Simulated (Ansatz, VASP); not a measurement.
# One calculation of Zr, two programs

INCAR

```
SYSTEM = Zr
PREC = Accurate ; ENCUT = 600
EDIFF = 1E-6 ; ISMEAR = 0
SIGMA = 0.1 ; LREAL = .False.
LASPH = .True. ; NELM = 60
ALGO = Fast ; ISIF = 3
LWAVE = .False. ; LCHARG = .False.
GGA = PS ; IBRION = 2
NSW = 80 ; EDIFFG = -0.05
```

Contents of KPOINTS:

```
Automatic mesh
0
Gamma
  8 8 8
  0 0 0
```

Contents of POSCAR:

```
Zr
1.0
   -1.7084137364      1.7084137364      1.7084137364
    1.7084137364     -1.7084137364      1.7084137364
    1.7084137364      1.7084137364     -1.7084137364
Zr
1
Direct
    0.0000000000      0.0000000000      0.0000000000
```

Input for Ansatz:

```yaml
crystal:
  lattice:
    - [-1.7084137363, 1.7084137363, 1.7084137363]
    - [1.7084137363, -1.7084137363, 1.7084137363]
    - [1.7084137363, 1.7084137363, -1.7084137363]
  atoms:
    - { symbol: Zr, position: [0.0, 0.0, 0.0] }
basis:
  ecutwfc: 420
kpoints:
  mp_grid: { grid: [8, 8, 8] }
hamiltonian:
  xc: pbesol
scf:
  occupations: { method: gaussian, width: 0.1 }
output:
  forces: true
  stress: true
  eigenvalues: true
relax:
  adjacent_minimum: "off"
  f_tol: 0.05
  max_steps: 60
  cell: { stress_tol: 0.5 }
```

Alike in both runs: task relaxation of cell and atoms; functional PBEsol; k mesh 8 × 8 × 8; occupations gaussian, width 0.1 eV; no spin polarisation.

|  | VASP | Ansatz |
| --- | --- | --- |
| version | VASP 6.6.1 | Ansatz 0.2.0 |
| potentials or method | VASP PAW PBE potentials, release 64 (Zr_sv), cutoff 600 eV | scalar-relativistic, plane waves, PAW |
| valence electrons in the cell | 12 | 12 |

Ansatz gave:

```
gap on the k mesh at the Fermi level, each at its own relaxed structure (eV) : none
relaxed volume (Å³/atom)                                                     : 22.08
relaxed cell length with the largest relative difference (Å)                 : 3.061
```

**Question.** Estimate VASP's values.

**Answer.** gap on the k mesh at the Fermi level, each at its own relaxed structure (eV): none; relaxed volume (Å³/atom): 22.02; relaxed cell length with the largest relative difference (Å): 3.058.

VASP's potentials were made for PBE, not for PBEsol. A gap of «none» marks a metal or a gap that the smearing closes.
